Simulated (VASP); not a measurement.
# Ge (P1) in VASP: single point with PBEsol

Aim: the single point of Ge with PBEsol.

Program: VASP 6.6.1. These are calculated values, not measurements. Logs are shortened: lines on timing, memory, paths and dates and some standing lists are left out, and cuts for length are marked.

### Step 1. The cell of the first run

The typed cell holds 4 atoms: a = 3.997 Å, b = 3.997 Å, c = 6.596 Å, α = 90.00°, β = 90.00°, γ = 120.00°.

### Step 2. Single point, PBEsol (atom 1 (Ge) moved -0.450 Å along Cartesian [1 1 0])

The input, INCAR:

```
PREC = Accurate
ENCUT = 520
EDIFF = 1E-6
ISMEAR = 0
SIGMA = 0.15
LREAL = F
LASPH = T
NELM = 60
ALGO = Fast
ISIF = 2
LWAVE = F
LCHARG = T
GGA = PS
LELF = T
LVHAR = T
NBANDS = 36
```

The input, KPOINTS:

```
Automatic mesh
0
Gamma
  12 12 8
```

The input, POSCAR:

```
Ge
1.0
    3.9969678618      0.0000000000      0.0000000000
   -1.9984839309      3.4614757064      0.0000000000
    0.0000000000      0.0000000000      6.5963651449
Ge
4
Direct
    0.5410940327      0.2414077852      0.0629118567
    0.3333333333      0.6666666667      0.5629118567
    0.6666666667      0.3333333333      0.4370881433
    0.3333333333      0.6666666667      0.9370881433
```

Potentials or basis: VASP PAW PBE potentials, release 64 (Ge_d).

The run is started by

```bash
$ cat potpaw_PBE.64/Ge_d/POTCAR > POTCAR
$ mpirun -np 1 vasp_std > vasp.out
```

OUTCAR:

```text
PREC = Accurate
   ENCUT = 520
   EDIFF = 1E-6
   ISMEAR = 0
   LREAL = F
   LASPH = T
   NELM = 60
   ISIF = 2
   GGA = PS

 ion  position               nearest neighbor table
   1  0.541  0.241  0.063-   4 2.18   4 2.38   3 2.51   4 2.87
   2  0.333  0.667  0.563-   3 2.45   3 2.45   3 2.45   4 2.47
   3  0.667  0.333  0.437-   2 2.45   2 2.45   2 2.45   1 2.51
   4  0.333  0.667  0.937-   1 2.18   1 2.38   2 2.47   1 2.87

  LATTYP: Found a hexagonal cell.
 ALAT       =     3.9969678618
 C/A-ratio  =     1.6503423027

  Lattice vectors:

 A1 = (   3.9969678618,   0.0000000000,   0.0000000000)
 A2 = (  -1.9984839309,   3.4614757064,   0.0000000000)
 A3 = (   0.0000000000,   0.0000000000,   6.5963651449)

Analysis of symmetry for initial positions (statically):
=====================================================================
 Subroutine PRICEL returns:
 Original cell was already a primitive cell.

 Routine SETGRP: Setting up the symmetry group for a
 hexagonal supercell.

 Subroutine GETGRP returns: Found  1 space group operations
 (whereof  1 operations were pure point group operations)
 out of a pool of 24 trial point group operations.

The static configuration has the point symmetry C_1 .

Analysis of symmetry for dynamics (positions and initial velocities):
=====================================================================
 Subroutine PRICEL returns:
 Original cell was already a primitive cell.

 Routine SETGRP: Setting up the symmetry group for a
 hexagonal supercell.

 Subroutine GETGRP returns: Found  1 space group operations
 (whereof  1 operations were pure point group operations)
 out of a pool of 24 trial point group operations.

The dynamic configuration has the point symmetry C_1 .

 Subroutine INISYM returns: Found  1 space group operations
 (whereof  1 operations are pure point group operations),
 and found     1 'primitive' translations

----------------------------------------------------------------------------------------

                                     Primitive cell

  volume of cell :      91.2634

  direct lattice vectors                    reciprocal lattice vectors
     3.996967862  0.000000000  0.000000000     0.250189652  0.144447063  0.000000000
    -1.998483931  3.461475706  0.000000000     0.000000000  0.288894126  0.000000000
     0.000000000  0.000000000  6.596365145     0.000000000  0.000000000  0.151598642

  length of vectors
     3.996967862  3.996967862  6.596365145     0.288894126  0.288894126  0.151598642

  position of ions in fractional coordinates (direct lattice)
     0.541094033  0.241407785  0.062911857
     0.333333333  0.666666667  0.562911857
     0.666666667  0.333333333  0.437088143
     0.333333333  0.666666667  0.937088143

  ion indices of the primitive-cell ions
   primitive index   ion index
                 1           1
                 2           2
                 3           3
                 4           4

----------------------------------------------------------------------------------------

 KPOINTS: Automatic mesh

Automatic generation of k-mesh.
 Grid dimensions read from file:
 generate k-points for:   12   12    8

 Generating k-lattice:

  Cartesian coordinates                     Fractional coordinates (reciprocal lattice)
     0.020849138  0.012037255  0.000000000     0.083333333  0.000000000  0.000000000
     0.000000000  0.024074511  0.000000000     0.000000000  0.083333333  0.000000000
     0.000000000  0.000000000  0.018949830     0.000000000  0.000000000  0.125000000

  Length of vectors
     0.024074511  0.024074511  0.018949830

  Shift w.r.t. Gamma in fractional coordinates (k-lattice)
     0.000000000  0.000000000  0.000000000

 Subroutine IBZKPT returns following result:
 ===========================================

 Found    580 irreducible k-points:

 Following reciprocal coordinates:
            Coordinates               Weight
  0.000000  0.000000  0.000000      1.000000
  0.083333 -0.000000  0.000000      2.000000
  0.000000  0.083333  0.000000      2.000000
 -0.083333  0.083333  0.000000      2.000000
  0.166667  0.000000  0.000000      2.000000
  0.000000  0.166667  0.000000      2.000000
[... 16 lines left out ...]
  0.166667  0.083333  0.000000      2.000000
 -0.083333  0.250000  0.000000      2.000000
 [... further k-points ...]
   k-points           NKPTS =    580   k-points in BZ     NKDIM =    580   number of bands    NBANDS=     36
   number of dos      NEDOS =    301   number of ions     NIONS =      4
   total plane-waves  NPLWV =  45000
   dimension x,y,z NGX =    30 NGY =   30 NGZ =   50
   dimension x,y,z NGXF=    60 NGYF=   60 NGZF=  100
   ions per type =               4
   NGX,Y,Z   is equivalent  to a cutoff of  12.48, 12.48, 12.60 a.u.
   NGXF,Y,Z  is equivalent  to a cutoff of  24.96, 24.96, 25.20 a.u.
 SYSTEM =  unknown system
   PREC   = accura    normal or accurate (medium, high low for compatibility)
   ISTART =      0    job   : 0-new  1-cont  2-samecut
   ICHARG =      2    charge: 1-file 2-atom 10-const
   ISPIN  =      1    spin polarized calculation?
   LNONCOLLINEAR =      F non collinear calculations
   LSORBIT =      F    spin-orbit coupling
   LASPH  =      T    aspherical Exc in radial PAW
   ENCUT  =  520.0 eV  38.22 Ry    6.18 a.u.   7.43  7.43 12.26*2*pi/ulx,y,z
   NELM   =     60;   NELMIN=  2; NELMDL= -5     # of ELM steps
   EDIFF  = 0.1E-05   stopping-criterion for ELM
   LREAL  =      F    real-space projection
   EDIFFG = 0.1E-04   stopping-criterion for IOM
   NSW    =      0    number of steps for IOM
   IBRION =     -1    ionic relax: 0-MD 1-quasi-New 2-CG
   NFREE  =      0    steps in history (QN), initial steepest desc. (CG)
   ISIF   =      2    stress and relaxation
   ISYM   =      2    0-nonsym 1-usesym 2-fastsym
   POTIM  = 0.5000    time-step for ionic-motion
   TEBEG  =    0.0;   TEEND  =   0.0 temperature during run
   PSTRESS=    0.0 pullay stress
   NELECT =      56.0000    total number of electrons
   NUPDOWN=      -1.0000    fix difference up-down
   EMIN   =  10.00;   EMAX   =-10.00  energy-range for DOS
   EFERMI =   0.00;   METHOD = LEGACY
   ISMEAR =     0;   SIGMA  =   0.15  broadening in eV -4-tet -1-fermi 0-gaus
   EFERMI_NEDOS =   21; number of points for ismear=-14 and -15
   IALGO  =     68    algorithm
   IMIX   =      4    mixing-type and parameters
     AMIX     =   0.40;   BMIX     =  1.00
     AMIX_MAG =   1.60;   BMIX_MAG =  1.00
  volume/ion in A,a.u.               =      22.82       153.97
  Fermi-wavevector in a.u.,A,eV,Ry     =   1.391144  2.628880 26.331090  1.935281
  Thomas-Fermi vector in A             =   2.515011
   LORBIT       =      0    0 simple, 1 ext, 2 COOP (PROOUT), +10 PAW based schemes
   GGA     = PS    functional components
   LHFCALC =     F    Hartree Fock is set to
   AEXX    =    0.0000 exact exchange contribution
   IVDW    =     0    specifies the selected vdW correction
   LEPSILON=     F    determine dielectric tensor
   LRPA    =     F    only Hartree local field effects (RPA)
 non-spin polarized calculation
 RMM-DIIS sequential band-by-band and
 Gauss-broadening in eV      SIGMA  =   0.15
  energy-cutoff  :      520.00
  volume of cell :       91.26
 maximum number of plane-waves:      2491
 NGX is ok and might be reduce to    30
   NGX = 15   NGY = 15   NGZ = 25

 number of electron      56.0000036 magnetization

 Free energy of the ion-electron system (eV)
  ---------------------------------------------------
  ext. energy  EPLUGINS =         0.00000000
  ---------------------------------------------------
  free energy    TOTEN  =       -18.85077971 eV

  energy without entropy =      -18.84390512  energy(sigma->0) =      -18.84734241

 E-fermi :   4.9418     XC(G=0): -10.1042

 val. band max:        4.9376012473   @ k =   0.3333  -0.0000   0.0000
 cond. band min:       4.9425065102   @ k =   0.0000  -0.0833   0.2500
 fundamental gap:      0.0049052629
 Fermi energy:         4.9417653267

 k-point     1 :       0.0000    0.0000    0.0000
  band No.  band energies     occupation
      1     -20.3110      2.00000
      2     -20.1467      2.00000
      3     -20.1315      2.00000
      4     -20.1105      2.00000
      5     -20.0513      2.00000
      6     -20.0463      2.00000
[... 28 lines left out ...]
     35      10.4045      0.00000
     36      10.7133      0.00000

 k-point     2 :       0.0833   -0.0000    0.0000
  band No.  band energies     occupation
      1     -20.3105      2.00000
      2     -20.1460      2.00000
      3     -20.1305      2.00000
      4     -20.1108      2.00000
      5     -20.0521      2.00000
      6     -20.0452      2.00000
[... 28 lines left out ...]
     35      10.6126      0.00000
     36      11.1663      0.00000

 k-point     3 :       0.0000    0.0833    0.0000
  band No.  band energies     occupation
      1     -20.3150      2.00000
      2     -20.1548      2.00000
      3     -20.1456      2.00000
      4     -20.0891      2.00000
      5     -20.0560      2.00000
      6     -20.0399      2.00000
[... 28 lines left out ...]
     35      10.3251      0.00000
     36      11.0348      0.00000
[... 742 lines left out ...]
 k-point    23 :       0.1667    0.0833    0.0000
  band No.  band energies     occupation
      1     -20.3118      2.00000
      2     -20.1522      2.00000
      3     -20.1413      2.00000
      4     -20.0943      2.00000
      5     -20.0536      2.00000
      6     -20.0346      2.00000
[... 28 lines left out ...]
     35      10.4843      0.00000
     36      11.3741      0.00000

 k-point    24 :      -0.0833    0.2500    0.0000
  band No.  band energies     occupation
      1     -20.3398      2.00000
      2     -20.2095      2.00000
      3     -20.1435      2.00000
      4     -20.0712      2.00000
      5     -20.0478      2.00000
      6     -20.0284      2.00000
[... 28 lines left out ...]
     35      10.5957      0.00000
     36      10.8530      0.00000

 [... further k-points ...]

------------------------ aborting loop because EDIFF is reached ----------------------------------------

  FORCE on cell =-STRESS in cart. coord.  units (eV):
  Direction    XX          YY          ZZ          XY          YZ          ZX
  --------------------------------------------------------------------------------------
  -------------------------------------------------------------------------------------
  Total       -0.7563974      4.4895356      0.2092299     -2.0323591      1.9400487      0.2755905
  in kB      -13.2789578     78.8161778      3.6731411    -35.6791413     34.0585836      4.8381380
  external PRESSURE =      23.0701204 kB  Pullay stress =       0.0000000 kB

 VOLUME and BASIS-vectors are now :
 -----------------------------------------------------------------------------
  energy-cutoff  :      520.00
  volume of cell :       91.26
      direct lattice vectors                 reciprocal lattice vectors
     3.996967862  0.000000000  0.000000000     0.250189652  0.144447063  0.000000000
    -1.998483931  3.461475706  0.000000000     0.000000000  0.288894126  0.000000000
     0.000000000  0.000000000  6.596365145     0.000000000  0.000000000  0.151598642

 POSITION                                       TOTAL-FORCE (eV/Angst)
 -----------------------------------------------------------------------------------
      1.68029      0.83563      0.41499         1.119657      3.419971      1.391174
     -0.00000      2.30765      3.71317         0.060174      0.055765      0.010971
      1.99848      1.15383      2.88319        -0.190869     -0.199570     -0.212204
     -0.00000      2.30765      6.18138        -0.988962     -3.276166     -1.189940
 -----------------------------------------------------------------------------------
    total drift:                               -0.000017     -0.000190     -0.001097

  FREE ENERGIE OF THE ION-ELECTRON SYSTEM (eV)
  ---------------------------------------------------
  free  energy   TOTEN  =       -18.8507797076 eV

  energy  without entropy=      -18.8439051172  energy(sigma->0) =      -18.84734241
```

It took 31 min on 1 thread of Oxide Virtual Turin-like, shared host; peak memory 1.2 GiB.

What came out:

```yaml
Free_energy: -18.8508 eV
Pressure: 2.3 GPa
Largest_force: 3.858 eV/Å
Band_gap_on_the_k_mesh: zero (bands 28 and 29 overlap by 0.99 eV)
```

Forces in eV/Å, atoms in the order of the input:
```
Ge   1.120  3.420  1.391
Ge   0.060  0.056  0.011
Ge  -0.191 -0.200 -0.212
Ge  -0.989 -3.276 -1.190
```

Levels at points of the mesh, in eV from the Fermi level:
| k point | band 26 | band 27 | band 28 | band 29 | band 30 | band 31 |
| --- | --- | --- | --- | --- | --- | --- |
| (0.00, 0.00, 0.00) | -0.61 | -0.34 | -0.23 | -0.13 | 1.14 | 1.40 |
| (0.50, 0.00, 0.00) | -3.55 | -2.44 | -1.85 | -0.26 | 1.10 | 2.50 |
| (0.00, 0.50, 0.00) | -3.40 | -2.94 | -1.28 | 0.42 | 1.75 | 3.18 |
| (0.50, 0.50, 0.00) | -3.19 | -2.86 | -1.21 | 0.12 | 1.38 | 3.06 |
| (0.00, 0.00, 0.50) | -1.00 | -0.97 | 0.36 | 0.50 | 0.65 | 1.66 |
| (0.50, 0.00, 0.50) | -3.09 | -2.71 | -2.53 | 0.01 | 0.68 | 1.37 |
| (0.00, 0.50, 0.50) | -2.71 | -2.41 | -1.77 | -0.12 | 0.53 | 1.71 |
| (0.50, 0.50, 0.50) | -2.81 | -2.40 | -1.55 | 0.14 | 0.22 | 1.60 |

Caveat: the cell differs from its parent crystal (atom 1 (Ge) moved -0.450 Å along Cartesian [1 1 0]); the stress differs along the axes, from -1 to 8 GPa; the PAW data sets were made with another functional, which shifts forces and pressure a little.
